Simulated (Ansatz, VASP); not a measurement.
## Ir in VASP and in Ansatz

```
Ir
1.0
     3.49804    2.01959    5.51915
    -3.49804    2.01959    5.51915
     0.00000   -4.03919    5.51915
Ir
12
Direct
  0.01251 0.65859 0.01251
  0.01251 0.01251 0.65859
  0.65859 0.01251 0.01251
  0.98749 0.34141 0.98749
  0.34141 0.98749 0.98749
  0.98749 0.98749 0.34141
  0.24075 0.59917 0.24075
  0.24075 0.24075 0.59917
  0.59917 0.24075 0.24075
  0.75925 0.40083 0.75925
  0.40083 0.75925 0.75925
  0.75925 0.75925 0.40083
```

Alike in both runs: functional PBEsol; k mesh 9 × 9 × 9; occupations gaussian, width 0.1 eV; no spin polarisation.

Ansatz relaxed the structure, and its values are those at the end. VASP's run is a single point on that final structure, the one shown.

|  | VASP | Ansatz |
| --- | --- | --- |
| version | VASP 6.6.1 | Ansatz 0.2.0 |
| potentials or method | VASP PAW PBE potentials, release 64 (Ir), cutoff 520 eV | scalar-relativistic, plane waves, PAW |
| valence electrons in the cell | 108 | 204 |

|  | VASP | Ansatz | Ansatz less VASP |
| --- | --- | --- | --- |
| gap on the k mesh at the Fermi level (eV) | none | none | - |
| pressure (GPa) | 0.3 | 0.0 | -0.26 |
| rms of the force components (eV/Å) | 0.032 | 0.001 | -0.0312 |

VASP's potentials were made for PBE, not for PBEsol. A gap of «none» marks a metal or a gap that the smearing closes. The functional is the same, so the differences come from potentials, cutoffs and numerics. VASP's potentials hold 108 valence electrons a cell and Ansatz's 204, so a difference there can come from the potentials and not from the codes.

Neither program's run includes spin-orbit coupling.
